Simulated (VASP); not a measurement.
# ZnInGaO4 (R3m) in VASP: single point with PBEsol

Aim: the single point of ZnInGaO4 with PBEsol.

Program: VASP 6.6.1. These are calculated values, not measurements. Logs are shortened: lines on timing, memory, paths and dates and some standing lists are left out, and cuts for length are marked.

### 1 The cell of the first run

The structure is trigonal, space group R3m (No. 160). The conventional cell has a = 3.361 Å, b = 3.361 Å, c = 26.140 Å, α = 90.00°, β = 90.00°, γ = 120.00°. Within 2.7 Å of Zn (site symmetry 3m) lie 5 O at 2.01 to 2.53 Å. In (site symmetry 3m) has 6 O at 2.22 to 2.23 Å within 2.9 Å. Ga (site symmetry 3m) has 5 O at 1.94 to 2.00 Å within 2.6 Å. O (site symmetry 3m) has 1 Zn at 2.01 Å and 3 In at 2.22 Å within 2.7 Å. O (site symmetry 3m) has 1 Ga at 1.98 Å and 3 In at 2.23 Å within 2.6 Å. Within 2.6 Å of O (site symmetry 3m) lie 3 Ga at 1.94 Å and 1 Zn at 2.53 Å. Within 2.8 Å of O (site symmetry 3m) lie 1 Ga at 2.00 Å and 3 Zn at 2.02 Å and 3 O at 2.76 Å.

### 2 Single point, PBEsol

File INCAR:

```
SYSTEM = ZnInGaO4
PREC = Accurate ; ENCUT = 520
EDIFF = 1E-6 ; ISMEAR = 0
SIGMA = 0.02 ; LREAL = .FALSE.
LASPH = .TRUE. ; NELM = 100
ALGO = Normal ; ISIF = 2
LWAVE = .FALSE. ; LCHARG = .FALSE.
GGA = PS ; NBANDS = 40
```

File KPOINTS:

```
regular mesh
0
G
  12 12 12
  0 0 0
```

File POSCAR:

```
ZnInGaO4
1.0
    1.6803268679      0.9701371695      8.7134054620
   -1.6803268679      0.9701371695      8.7134054620
    0.0000000000     -1.9402743390      8.7134054620
Zn In Ga O
1 1 1 4
Direct
    0.2183820000      0.2183820000      0.2183820000
    0.0027680000      0.0027680000      0.0027680000
    0.7870340000      0.7870340000      0.7870340000
    0.2951430000      0.2951430000      0.2951430000
    0.7113580000      0.7113580000      0.7113580000
    0.1217170000      0.1217170000      0.1217170000
    0.8635990000      0.8635990000      0.8635990000
```

Potentials or basis: VASP PAW PBE potentials, release 64 (Zn, In_d, Ga_d, O).

On the command line:

```
> cat potpaw_PBE.64/Zn/POTCAR potpaw_PBE.64/In_d/POTCAR potpaw_PBE.64/Ga_d/POTCAR potpaw_PBE.64/O/POTCAR > POTCAR
> mpirun -np 1 vasp_std > vasp.out
```

OUTCAR:

```text
SYSTEM = ZnInGaO4
   PREC = Accurate
   ENCUT = 520
   EDIFF = 1E-6
   ISMEAR = 0
   LREAL = .FALSE.
   LASPH = .TRUE.
   NELM = 100
   ISIF = 2
   GGA = PS

 ion  position               nearest neighbor table
   1  0.218  0.218  0.218-   4 2.01   7 2.02   7 2.02   7 2.02
   2  0.003  0.003  0.003-   4 2.22   4 2.22   4 2.22   5 2.23   5 2.23   5 2.23
   3  0.787  0.787  0.787-   6 1.94   6 1.94   6 1.94   5 1.98   7 2.00
   4  0.295  0.295  0.295-   1 2.01   2 2.22   2 2.22   2 2.22
   5  0.711  0.711  0.711-   3 1.98   2 2.23   2 2.23   2 2.23
   6  0.122  0.122  0.122-   3 1.94   3 1.94   3 1.94
   7  0.864  0.864  0.864-   3 2.00   1 2.02   1 2.02   1 2.02

  LATTYP: Found a trigonal (rhomboedric) cell.
 ALAT       =     8.9268191007
 COS(alpha) =     0.9291362598

  Lattice vectors:

 A1 = (   1.6803268679,   0.9701371695,   8.7134054620)
 A2 = (  -1.6803268679,   0.9701371695,   8.7134054620)
 A3 = (   0.0000000000,  -1.9402743390,   8.7134054620)

Analysis of symmetry for initial positions (statically):
=====================================================================
 Subroutine PRICEL returns:
 Original cell was already a primitive cell.

 Routine SETGRP: Setting up the symmetry group for a
 trigonal (rhombohedral) supercell.

 Subroutine GETGRP returns: Found  6 space group operations
 (whereof  6 operations were pure point group operations)
 out of a pool of 12 trial point group operations.

The static configuration has the point symmetry C_3v.

Analysis of symmetry for dynamics (positions and initial velocities):
=====================================================================
 Subroutine PRICEL returns:
 Original cell was already a primitive cell.

 Routine SETGRP: Setting up the symmetry group for a
 trigonal (rhombohedral) supercell.

 Subroutine GETGRP returns: Found  6 space group operations
 (whereof  6 operations were pure point group operations)
 out of a pool of 12 trial point group operations.

The dynamic configuration has the point symmetry C_3v.

 Subroutine INISYM returns: Found  6 space group operations
 (whereof  6 operations are pure point group operations),
 and found     1 'primitive' translations

----------------------------------------------------------------------------------------

                                     Primitive cell

  volume of cell :      85.2248

  direct lattice vectors                    reciprocal lattice vectors
[... 102 lines left out ...]
   NFREE  =      0    steps in history (QN), initial steepest desc. (CG)
   ISIF   =      2    stress and relaxation
   ISYM   =      2    0-nonsym 1-usesym 2-fastsym
   POTIM  = 0.5000    time-step for ionic-motion
   TEBEG  =    0.0;   TEEND  =   0.0 temperature during run
   PSTRESS=    0.0 pullay stress
   NELECT =      62.0000    total number of electrons
   NUPDOWN=      -1.0000    fix difference up-down
   EMIN   =  10.00;   EMAX   =-10.00  energy-range for DOS
   EFERMI =   0.00;   METHOD = LEGACY
   ISMEAR =     0;   SIGMA  =   0.02  broadening in eV -4-tet -1-fermi 0-gaus
   EFERMI_NEDOS =   21; number of points for ismear=-14 and -15
   IALGO  =     38    algorithm
   IMIX   =      4    mixing-type and parameters
     AMIX     =   0.40;   BMIX     =  1.00
     AMIX_MAG =   1.60;   BMIX_MAG =  1.00
  volume/ion in A,a.u.               =      12.17        82.16
  Fermi-wavevector in a.u.,A,eV,Ry     =   1.472369  2.782374 29.495673  2.167871
  Thomas-Fermi vector in A             =   2.587392
   LORBIT       =      0    0 simple, 1 ext, 2 COOP (PROOUT), +10 PAW based schemes
   GGA     = PS    functional components
   LHFCALC =     F    Hartree Fock is set to
   AEXX    =    0.0000 exact exchange contribution
   IVDW    =     0    specifies the selected vdW correction
   LEPSILON=     F    determine dielectric tensor
   LRPA    =     F    only Hartree local field effects (RPA)
 non-spin polarized calculation
 Gauss-broadening in eV      SIGMA  =   0.02
  energy-cutoff  :      520.00
  volume of cell :       85.22
 maximum number of plane-waves:      2312
 NGX is ok and might be reduce to    70
   NGX = 33   NGY = 33   NGZ = 33

 number of electron      62.0000002 magnetization

 Free energy of the ion-electron system (eV)
  ---------------------------------------------------
  ext. energy  EPLUGINS =         0.00000000
  ---------------------------------------------------
  free energy    TOTEN  =       -40.56229117 eV

  energy without entropy =      -40.56229117  energy(sigma->0) =      -40.56229117

 E-fermi :   3.5900     XC(G=0): -11.2835

 val. band max:        3.4175140490   @ k =   0.0000   0.0000   0.0000
 cond. band min:       4.3798137274   @ k =   0.0000   0.0000   0.0000
 fundamental gap:      0.9622996784
 Fermi energy:         3.5899534558

 k-point     1 :       0.0000    0.0000    0.0000
  band No.  band energies     occupation
      1     -14.9975      2.00000
      2     -14.0977      2.00000
      3     -13.5141      2.00000
      4     -13.1027      2.00000
      5      -9.8753      2.00000
      6      -9.8753      2.00000
[... 1021 lines left out ...]
     39      13.9526      0.00000
     40      14.2211      0.00000

 [... further k-points ...]

------------------------ aborting loop because EDIFF is reached ----------------------------------------

  FORCE on cell =-STRESS in cart. coord.  units (eV):
  Direction    XX          YY          ZZ          XY          YZ          ZX
  --------------------------------------------------------------------------------------
  -------------------------------------------------------------------------------------
  Total       -3.2492126     -3.2492126     -3.2954048      0.0000000     -0.0000000      0.0000000
  in kB      -61.0833179    -61.0833179    -61.9517040      0.0000000     -0.0000000      0.0000000
  external PRESSURE =     -61.3727799 kB  Pullay stress =       0.0000000 kB

 VOLUME and BASIS-vectors are now :
 -----------------------------------------------------------------------------
  energy-cutoff  :      520.00
  volume of cell :       85.22
      direct lattice vectors                 reciprocal lattice vectors
     1.680326868  0.970137169  8.713405462     0.297561153  0.171797012  0.038255230
    -1.680326868  0.970137169  8.713405462    -0.297561153  0.171797012  0.038255230
     0.000000000 -1.940274339  8.713405462     0.000000000 -0.343594023  0.038255230

 POSITION                                       TOTAL-FORCE (eV/Angst)
 -----------------------------------------------------------------------------------
      0.00000      0.00000      5.70855         0.000000      0.000000      0.014796
      0.00000      0.00000      0.07236         0.000000     -0.000000      0.056931
      0.00000      0.00000     20.57324         0.000000      0.000000      0.029692
      0.00000      0.00000      7.71510         0.000000     -0.000000      0.060345
      0.00000      0.00000     18.59505         0.000000     -0.000000     -0.058037
      0.00000      0.00000      3.18171         0.000000     -0.000000     -0.045430
      0.00000      0.00000     22.57466         0.000000      0.000000     -0.058297
 -----------------------------------------------------------------------------------
    total drift:                                0.000000      0.000000      0.001110

  FREE ENERGIE OF THE ION-ELECTRON SYSTEM (eV)
  ---------------------------------------------------
  free  energy   TOTEN  =       -40.5622911656 eV

  energy  without entropy=      -40.5622911656  energy(sigma->0) =      -40.56229117
```

stdout:

```text
POSCAR found type information on POSCAR ZnInGaO
 POSCAR found :  4 types and       7 ions
 scaLAPACK will be used
 -----------------------------------------------------------------------------
|                                                                             |
|                                                                             |
|     You enforced a specific xc type in the INCAR file but a different       |
|     I HOPE YOU KNOW WHAT YOU ARE DOING!                                     |
|                                                                             |
 -----------------------------------------------------------------------------

 LDA part: xc-table for (Slater+PW92), standard interpolation
 POSCAR, INCAR and KPOINTS ok, starting setup
 FFT: planning ... GRIDC
 FFT: planning ... GRID_SOFT
 FFT: planning ... GRID
 WAVECAR not read
 entering main loop
```

Wall time 69 min (1 thread of Intel Xeon Platinum 8488C (Sapphire Rapids), shared host); peak memory 1.1 GiB.

What came out:

| Quantity | Value |
| --- | --- |
| Free energy | -40.5623 eV |
| Pressure | -6.1 GPa |
| Largest force | 0.060 eV/Å |
| Band gap on the k mesh | 0.96 eV |

Forces on the atoms (eV/Å):
```
Zn   0.000  0.000  0.015
In   0.000  0.000  0.057
Ga   0.000  0.000  0.030
O    0.000  0.000  0.060
O    0.000  0.000 -0.058
O    0.000  0.000 -0.045
O    0.000  0.000 -0.058
```

Caveat: the cell stands under tension; the PAW data sets were made with another functional, which shifts forces and pressure a little; spin-orbit coupling is left out, which moves the levels of the heavy elements. A k mesh can miss the band edges.
